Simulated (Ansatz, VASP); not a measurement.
## Two plane-wave programs on CaO

File INCAR:

```
PREC = Accurate ; ENCUT = 520
EDIFF = 1E-7 ; ISMEAR = 0
SIGMA = 0.02 ; LREAL = F
LASPH = T ; NELM = 100
ALGO = Normal ; ISIF = 2
LWAVE = F ; LCHARG = F
GGA = PE ; NBANDS = 15
```

File KPOINTS:

```
Automatic mesh
0
Gamma
  8 8 8
```

File POSCAR:

```
CaO
1.0
    0.0000000000      2.3662141409      2.3662141409
    2.3662141409      0.0000000000      2.3662141409
    2.3662141409      2.3662141409      0.0000000000
Ca O
1 1
Direct
    0.0000000000      0.0000000000      0.0000000000
    0.5000000000      0.5000000000      0.5000000000
```

Input for Ansatz:

```yaml
crystal:
  lattice:
    - [0.0, 2.3662141409, 2.3662141409]
    - [2.3662141409, 0.0, 2.3662141409]
    - [2.3662141409, 2.3662141409, 0.0]
  atoms:
    - { symbol: Ca, position: [0.0, 0.0, 0.0] }
    - { symbol: O, position: [0.5, 0.5, 0.5] }
basis:
  ecutwfc: 420
kpoints:
  mp_grid: { grid: [8, 8, 8] }
hamiltonian:
  xc: pbe
scf:
  occupations: { method: gaussian, width: 0.02 }
output:
  forces: true
  stress: true
  eigenvalues: true
  write_density: true
  write_potential: true
  elf: true
  volumetric_format: npy
```

Alike in both runs: task single point; functional PBE; k mesh 8 × 8 × 8; occupations gaussian, width 0.02 eV; no spin polarisation.

|  | VASP | Ansatz |
| --- | --- | --- |
| version | VASP 6.6.1 | Ansatz 0.2.0 |
| potentials or method | VASP PAW PBE potentials, release 64 (Ca_sv, O), cutoff 520 eV | scalar-relativistic, plane waves, PAW |
| valence electrons in the cell | 16 | 16 |

|  | VASP | Ansatz | Ansatz less VASP |
| --- | --- | --- | --- |
| gap on the k mesh at the Fermi level (eV) | 3.62 | 3.64 | +0.022 |
| least direct gap on the mesh (eV) | 3.98 | 4.00 | +0.021 |
| pressure (GPa) | 8.2 | 7.4 | -0.73 |
